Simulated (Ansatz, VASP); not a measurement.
**One calculation of SiW2, two programs**

```
CELL_PARAMETERS angstrom
3.20087 0.00000 0.00000
0.00000 3.20087 0.00000
0.00000 0.00000 8.73454
ATOMIC_POSITIONS crystal
Si 0.00000 0.50000 0.91947
Si 0.50000 0.00000 0.08053
W 0.00000 0.50000 0.58845
W 0.50000 0.00000 0.41155
W 0.50000 0.00000 0.77395
W 0.00000 0.50000 0.22605
```

Alike in both runs: functional PBE; k mesh 10 × 10 × 4; occupations gaussian, width 0.1 eV; no spin polarisation.

Ansatz relaxed the structure, and its values are those at the end. VASP's run is a single point on that final structure, the one shown.

|  | VASP | Ansatz |
| --- | --- | --- |
| version | VASP 6.6.1 | Ansatz 0.2.0 |
| potentials or method | VASP PAW PBE potentials, release 64 (Si, W_sv), cutoff 520 eV | scalar-relativistic, plane waves, PAW |
| valence electrons in the cell | 64 | 64 |

|  | VASP | Ansatz | Ansatz less VASP |
| --- | --- | --- | --- |
| gap on the k mesh at the Fermi level (eV) | none | none | - |
| pressure (GPa) | 0.3 | 0.0 | -0.29 |
| rms of the force components (eV/Å) | 0.009 | 0.000 | -0.0090 |

A gap of «none» marks a metal or a gap that the smearing closes. The functional is the same, so the differences come from potentials, cutoffs and numerics.

Spin-orbit coupling is off throughout.
